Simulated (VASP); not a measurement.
A run of VASP 6.6.1 is set up as follows.

The input INCAR:

```
SYSTEM = WAu2
ALGO = Normal
EDIFF = 1E-6
ENCUT = 520
GGA = PE
ISIF = 2
ISMEAR = 0
LASPH = .TRUE.
LCHARG = .TRUE.
LELF = .TRUE.
LREAL = .FALSE.
LVHAR = .TRUE.
LWAVE = .FALSE.
NBANDS = 45
NELM = 80
PREC = Accurate
SIGMA = 0.1
```

File KPOINTS:

```
k-points
0
G
  4 4 4
  0 0 0
```

Contents of POSCAR:

```
WAu2
1.0
    5.7915035002      0.0000000000      0.0000000000
    0.0000000000      5.7915035002      0.0000000000
    0.0000000000      0.0000000000      5.7915035002
W Au
2 4
Direct
    0.0000000000      0.0000000000      0.0000000000
    0.5000000000      0.5000000000      0.5000000000
    0.2500000000      0.2500000000      0.2500000000
    0.2500000000      0.7500000000      0.7500000000
    0.7500000000      0.7500000000      0.2500000000
    0.7500000000      0.2500000000      0.7500000000
```

Potentials or basis: VASP PAW PBE potentials, release 64 (W_sv, Au).

Command:

```console
$ cat potpaw_PBE.64/W_sv/POTCAR potpaw_PBE.64/Au/POTCAR > POTCAR
$ mpirun -np 1 vasp_std > vasp.out
```

(1) What does it give for the pressure?

(2) What does it give for the band gap on the k mesh?

Answers

(1) 0.1 GPa.

(2) zero (band 36 reaches 2.68 eV, above the bottom of band 37 at 2.18 eV).

Caveat: spin-orbit coupling is left out, which moves the levels of the heavy elements.
